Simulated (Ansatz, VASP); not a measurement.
# HgTe: VASP beside Ansatz

Contents of INCAR:

```
SYSTEM = HgTe
PREC = Accurate
ENCUT = 520
EDIFF = 1E-6
ISMEAR = 0
SIGMA = 0.1
LREAL = .FALSE.
LASPH = .TRUE.
NELM = 100
ALGO = Normal
ISIF = 2
LWAVE = .FALSE.
LCHARG = .FALSE.
LDIPOL = .TRUE.
IDIPOL = 3
DIPOL = 0.5 0.5 0.500
GGA = PE
NBANDS = 46
```

KPOINTS

```
Automatic mesh
0
G
  8 8 1
  0 0 0
```

POSCAR

```
HgTe
1.0
    4.7019745438      0.0000000000      0.0000000000
    0.0000000000      4.7019745438      0.0000000000
    0.0000000000      0.0000000000     26.6367932972
Te Hg
4 4
Direct
    0.0000000000      0.5000000000      0.2815654240
    0.5000000000      0.0000000000      0.4063851817
    0.0000000000      0.5000000000      0.5312049394
    0.5000000000      0.0000000000      0.6560246971
    0.5000000000      0.5000000000      0.3439753029
    0.0000000000      0.0000000000      0.4687950606
    0.5000000000      0.5000000000      0.5936148183
    0.0000000000      0.0000000000      0.7184345760
```

Input for Ansatz:

```yaml
crystal:
  lattice:
    - [4.7019745438, 0.0, 0.0]
    - [0.0, 4.7019745438, 0.0]
    - [0.0, 0.0, 26.6367932972]
  atoms:
    - { symbol: Te, position: [0.0, 0.5, 0.281565424] }
    - { symbol: Hg, position: [0.5, 0.5, 0.3439753029] }
    - { symbol: Te, position: [0.5, 0.0, 0.4063851817] }
    - { symbol: Hg, position: [0.0, 0.0, 0.4687950606] }
    - { symbol: Te, position: [0.0, 0.5, 0.5312049394] }
    - { symbol: Hg, position: [0.5, 0.5, 0.5936148183] }
    - { symbol: Te, position: [0.5, 0.0, 0.6560246971] }
    - { symbol: Hg, position: [0.0, 0.0, 0.718434576] }
basis:
  ecutwfc: 420
kpoints:
  mp_grid: { grid: [8, 8, 1] }
hamiltonian:
  xc: pbe
scf:
  occupations: { method: gaussian, width: 0.1 }
output:
  forces: true
  stress: true
  eigenvalues: true
  write_density: true
  write_potential: true
  elf: true
  volumetric_format: npy
efield:
  axis: 3
  dipole_correction: true
  ramp_width: 0.04
```

Alike in both runs: task single point; functional PBE; k mesh 8 × 8 × 1; occupations gaussian, width 0.1 eV; no spin polarisation.

|  | VASP | Ansatz |
| --- | --- | --- |
| version | VASP 6.6.1 | Ansatz 0.2.0 |
| potentials or method | VASP PAW PBE potentials, release 64 (Te, Hg), cutoff 520 eV | scalar-relativistic, plane waves, PAW |
| valence electrons in the cell | 72 | 144 |

|  | VASP | Ansatz | Ansatz less VASP |
| --- | --- | --- | --- |
| gap on the k mesh at the Fermi level (eV) | none | none | - |
| rms of the force components (eV/Å) | 0.175 | 0.176 | +0.0007 |

A gap of «none» marks a metal or a gap that the smearing closes. VASP's potentials hold 72 valence electrons a cell and Ansatz's 144, so a difference there can come from the potentials and not from the codes. Ansatz's warnings: xc potential rough in thin density.

Neither program's run includes spin-orbit coupling.
